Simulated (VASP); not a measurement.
Write the native input for VASP 6.6.1 that does the following.

* Task: single point
* Functional: LDA
* Potentials or basis: VASP PAW LDA potentials, release 64 (Tl_d, Se)
* Cutoff: 400 eV
* k mesh: 3 × 3 × 3
* Occupations: methfessel-paxton, width 0.114 eV
* Spin: no spin polarisation
* Dipole correction: no
* Further INCAR settings: ALGO = Normal; EDIFF = 1e-06; NBANDS = 44

The structure of Tl4Se3 (a cell with a defect) lies in POSCAR:

```
Tl4Se3
1.0
   -4.0640430000      4.0640430000      3.5471690000
    4.0640430000     -4.0640430000      3.5471690000
    4.0640430000      4.0640430000     -3.5471690000
Tl Se
4 3
Direct
    0.2719382218      0.2156564600     -0.0627410930
    0.7350362796      0.7643150052      0.0411678715
    0.6663096340      0.3229579520      0.5595496898
    0.2450328438      0.6308983477      0.4363733356
    0.7324533660      0.2244775646      0.9018963382
    0.2737548927      0.9297379864      0.1896494451
    0.8616563040      0.7261909559      0.5181522440
```

One way to write it, as run:

INCAR

```
PREC = Accurate
ENCUT = 400
EDIFF = 1E-6
ISMEAR = 1
SIGMA = 0.114
LREAL = False
LASPH = True
NELM = 120
ALGO = Normal
ISIF = 2
LWAVE = False
LCHARG = False
GGA = CA
NBANDS = 44
GGA_COMPAT = False
```

KPOINTS

```
Automatic mesh
0
Gamma
  3 3 3
```

Potentials or basis: VASP PAW LDA potentials, release 64 (Tl_d, Se).

Run with:

```console
$ cat potpaw_LDA.64/Tl_d/POTCAR potpaw_LDA.64/Se/POTCAR > POTCAR
$ mpirun -np 1 vasp_std > vasp.out
```

Results of the run:

```yaml
Pressure: -1.7 GPa
Largest_force: 0.162 eV/Å
Band_gap_on_the_k_mesh: 0.97 eV
```

Caveat: spin-orbit coupling is left out, which moves the levels of the heavy elements.

It took 55 s on 1 thread of Intel(R) Xeon(R) 6975P-C (Granite Rapids), with other jobs on the host, peak memory 0.28 GiB.
